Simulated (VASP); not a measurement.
# InH2F3 (I-4m2) in VASP: single point with PBE

Aim: the single point of InH2F3 with PBE.

Program: VASP 6.6.1. These are calculated values, not measurements. Logs are shortened: lines on timing, memory, paths and dates and some standing lists are left out, and cuts for length are marked.

## Step 1: The cell of the first run

It takes space group I-4m2 (No. 119, tetragonal). The conventional cell has a = 3.071 Å, b = 3.071 Å, c = 15.596 Å, α = 90.00°, β = 90.00°, γ = 90.00°. Within 2.9 Å of In (site symmetry -4m2) lie 4 F at 2.21 Å. Within 2.0 Å of H (site symmetry 2mm) lie 2 F at 1.54 Å. F (site symmetry -4m2) has 4 H at 1.54 Å within 2.0 Å. F (site symmetry 2mm) has 2 In at 2.21 Å and 4 H at 2.76 to 2.79 Å within 2.9 Å.

The cell was built from a structure type or drawn by symmetry, and may not be a known phase.

## Step 2: Single point, PBE

INCAR reads:

```
SYSTEM = InH2F3
  ALGO = Normal
  EDIFF = 1E-6
  ENCUT = 600
  GGA = PE
  GGA_COMPAT = .FALSE.
  ISIF = 2
  ISMEAR = 0
  LASPH = .TRUE.
  LCHARG = .FALSE.
  LREAL = .FALSE.
  LWAVE = .FALSE.
  NBANDS = 27
  NELM = 120
  PREC = Accurate
  SIGMA = 0.15
```

KPOINTS reads:

```
k-points
0
G
  5 5 5
  0 0 0
```

POSCAR reads:

```
InH2F3
1.0
   -1.5355648012      1.5355648012      7.7980791173
    1.5355648012     -1.5355648012      7.7980791173
    1.5355648012      1.5355648012     -7.7980791173
In H F
1 2 3
Direct
    0.0000000000      0.0000000000      0.0000000000
    0.2511248257      0.2511248257      0.0000000000
    0.7488751743      0.7488751743      0.0000000000
    0.2500000000      0.7500000000      0.5000000000
    0.6018957297      0.1018957297      0.5000000000
    0.8981042703      0.3981042703      0.5000000000
```

Potentials or basis: VASP PAW PBE potentials, release 64 (In_d, H, F).

Run with:

```
> cat potpaw_PBE.64/In_d/POTCAR potpaw_PBE.64/H/POTCAR potpaw_PBE.64/F/POTCAR > POTCAR
> mpirun -np 1 vasp_std > vasp.out
```

OUTCAR:

```text
SYSTEM = InH2F3
   EDIFF = 1E-6
   ENCUT = 600
   GGA = PE
   ISIF = 2
   ISMEAR = 0
   LASPH = .TRUE.
   LREAL = .FALSE.
   NELM = 120
   PREC = Accurate

 ion  position               nearest neighbor table
   1  0.000  0.000  0.000-   5 2.21   6 2.21   5 2.21   6 2.21
   2  0.251  0.251  0.000-
   3  0.749  0.749  0.000-
   4  0.250  0.750  0.500-
   5  0.602  0.102  0.500-   1 2.21   1 2.21
   6  0.898  0.398  0.500-   1 2.21   1 2.21

  LATTYP: Found a body centered tetragonal cell.
 ALAT       =     3.0711296024
 C/A-ratio  =     5.0783132768

  Lattice vectors:

 A1 = (  -1.5355648012,   1.5355648012,   7.7980791173)
 A2 = (   1.5355648012,  -1.5355648012,   7.7980791173)
 A3 = (   1.5355648012,   1.5355648012,  -7.7980791173)

Analysis of symmetry for initial positions (statically):
=====================================================================
 Subroutine PRICEL returns:
 Original cell was already a primitive cell.

 Routine SETGRP: Setting up the symmetry group for a
 body centered tetragonal supercell.

 Subroutine GETGRP returns: Found  8 space group operations
 (whereof  8 operations were pure point group operations)
 out of a pool of 16 trial point group operations.

The static configuration has the point symmetry D_2d.

Analysis of symmetry for dynamics (positions and initial velocities):
=====================================================================
 Subroutine PRICEL returns:
 Original cell was already a primitive cell.

 Routine SETGRP: Setting up the symmetry group for a
 body centered tetragonal supercell.

 Subroutine GETGRP returns: Found  8 space group operations
 (whereof  8 operations were pure point group operations)
 out of a pool of 16 trial point group operations.

The dynamic configuration has the point symmetry D_2d.

 Subroutine INISYM returns: Found  8 space group operations
 (whereof  8 operations are pure point group operations),
 and found     1 'primitive' translations

----------------------------------------------------------------------------------------

                                     Primitive cell

[... 88 lines left out ...]
   LASPH  =      T    aspherical Exc in radial PAW
   ENCUT  =  600.0 eV  44.10 Ry    6.64 a.u.  16.17 16.17 16.17*2*pi/ulx,y,z
   NELM   =    120;   NELMIN=  2; NELMDL= -5     # of ELM steps
   EDIFF  = 0.1E-05   stopping-criterion for ELM
   LREAL  =      F    real-space projection
   EDIFFG = 0.1E-04   stopping-criterion for IOM
   NSW    =      0    number of steps for IOM
   IBRION =     -1    ionic relax: 0-MD 1-quasi-New 2-CG
   NFREE  =      0    steps in history (QN), initial steepest desc. (CG)
   ISIF   =      2    stress and relaxation
   ISYM   =      2    0-nonsym 1-usesym 2-fastsym
   POTIM  = 0.5000    time-step for ionic-motion
   TEBEG  =    0.0;   TEEND  =   0.0 temperature during run
   PSTRESS=    0.0 pullay stress
   NELECT =      36.0000    total number of electrons
   NUPDOWN=      -1.0000    fix difference up-down
   EMIN   =  10.00;   EMAX   =-10.00  energy-range for DOS
   EFERMI =   0.00;   METHOD = LEGACY
   ISMEAR =     0;   SIGMA  =   0.15  broadening in eV -4-tet -1-fermi 0-gaus
   EFERMI_NEDOS =   21; number of points for ismear=-14 and -15
   IALGO  =     38    algorithm
   IMIX   =      4    mixing-type and parameters
     AMIX     =   0.40;   BMIX     =  1.00
     AMIX_MAG =   1.60;   BMIX_MAG =  1.00
  volume/ion in A,a.u.               =      12.26        82.72
  Fermi-wavevector in a.u.,A,eV,Ry     =   1.290172  2.438072 22.647501  1.664544
  Thomas-Fermi vector in A             =   2.422020
   LORBIT       =      0    0 simple, 1 ext, 2 COOP (PROOUT), +10 PAW based schemes
   GGA     = PE    functional components
   LHFCALC =     F    Hartree Fock is set to
   AEXX    =    0.0000 exact exchange contribution
   IVDW    =     0    specifies the selected vdW correction
   LEPSILON=     F    determine dielectric tensor
   LRPA    =     F    only Hartree local field effects (RPA)
 non-spin polarized calculation
 Gauss-broadening in eV      SIGMA  =   0.15
  energy-cutoff  :      600.00
  volume of cell :       73.55
 maximum number of plane-waves:      2478
 NGX is ok and might be reduce to    70
   NGX = 33   NGY = 33   NGZ = 33

 number of electron      36.0000004 magnetization

 Free energy of the ion-electron system (eV)
  ---------------------------------------------------
  ext. energy  EPLUGINS =         0.00000000
  ---------------------------------------------------
  free energy    TOTEN  =       -19.08306886 eV

  energy without entropy =      -19.05147713  energy(sigma->0) =      -19.06727299

 E-fermi :   2.3942     XC(G=0):  -9.0747

 val. band max:        2.1854821935   @ k =  -0.2000   0.2000   0.2000
 cond. band min:       2.4355955150   @ k =  -0.4000   0.2000  -0.0000
 fundamental gap:      0.2501133215
 Fermi energy:         2.3942055374

 k-point     1 :       0.0000    0.0000    0.0000
  band No.  band energies     occupation
      1     -23.2851      2.00000
      2     -21.0248      2.00000
      3     -20.9439      2.00000
      4     -12.7607      2.00000
      5     -12.3559      2.00000
      6     -12.1642      2.00000
[... 529 lines left out ...]
     26      14.7658      0.00000
     27      16.0753      0.00000

------------------------ aborting loop because EDIFF is reached ----------------------------------------

  FORCE on cell =-STRESS in cart. coord.  units (eV):
  Direction    XX          YY          ZZ          XY          YZ          ZX
  --------------------------------------------------------------------------------------
  -------------------------------------------------------------------------------------
  Total       -0.2692049     -0.2692049      0.2237277      0.0000000     -0.0000000      0.0000000
  in kB       -5.8642108     -5.8642108      4.8735610      0.0000000     -0.0000000      0.0000000
  external PRESSURE =      -2.2849536 kB  Pullay stress =       0.0000000 kB

 VOLUME and BASIS-vectors are now :
 -----------------------------------------------------------------------------
  energy-cutoff  :      600.00
  volume of cell :       73.55
      direct lattice vectors                 reciprocal lattice vectors
    -1.535564801  1.535564801  7.798079117     0.000000000  0.325613090  0.064118354
     1.535564801 -1.535564801  7.798079117     0.325613090  0.000000000  0.064118354
     1.535564801  1.535564801 -7.798079117     0.325613090  0.325613090  0.000000000

 POSITION                                       TOTAL-FORCE (eV/Angst)
 -----------------------------------------------------------------------------------
      0.00000      0.00000      0.00000         0.000000      0.000000      0.000000
      0.00000      0.00000      3.91658        -0.000000      0.000000     -0.002675
      0.00000      0.00000     11.67958        -0.000000      0.000000      0.002675
      1.53556     -0.00000      3.89904         0.000000      0.000000     -0.000000
      0.00000      1.53556      1.58918        -0.000000     -0.000000      0.029713
      0.00000      1.53556      6.20890         0.000000     -0.000000     -0.029713
 -----------------------------------------------------------------------------------
    total drift:                               -0.000000      0.000000      0.000000

  FREE ENERGIE OF THE ION-ELECTRON SYSTEM (eV)
  ---------------------------------------------------
  free  energy   TOTEN  =       -19.0830688595 eV

  energy  without entropy=      -19.0514771282  energy(sigma->0) =      -19.06727299
```

It took 8 min on 1 thread of Intel Xeon Platinum 8259CL at 2.50GHz (Skylake/Cascade Lake), shared host; peak memory 0.64 GiB.

What came out:

| Quantity | Value |
| --- | --- |
| Free energy | -19.0831 eV |
| Pressure | -0.2 GPa |
| Largest force | 0.030 eV/Å |
| Band gap on the k mesh | zero (bands 18 and 19 overlap by 2.98 eV) |

Forces on the atoms (eV/Å):
```
In   0.000  0.000  0.000
H    0.000  0.000 -0.003
H    0.000  0.000  0.003
F    0.000  0.000  0.000
F    0.000  0.000  0.030
F    0.000  0.000 -0.030
```

Stress tensor (GPa, compression positive):
```
-0.59  0.00  0.00
 0.00 -0.59  0.00
 0.00  0.00  0.49
```

Caveat: the k points lie up to 0.42 Å⁻¹ apart, too coarse for converged energies and pressures of a metal; spin-orbit coupling is left out, which moves the levels of the heavy elements.
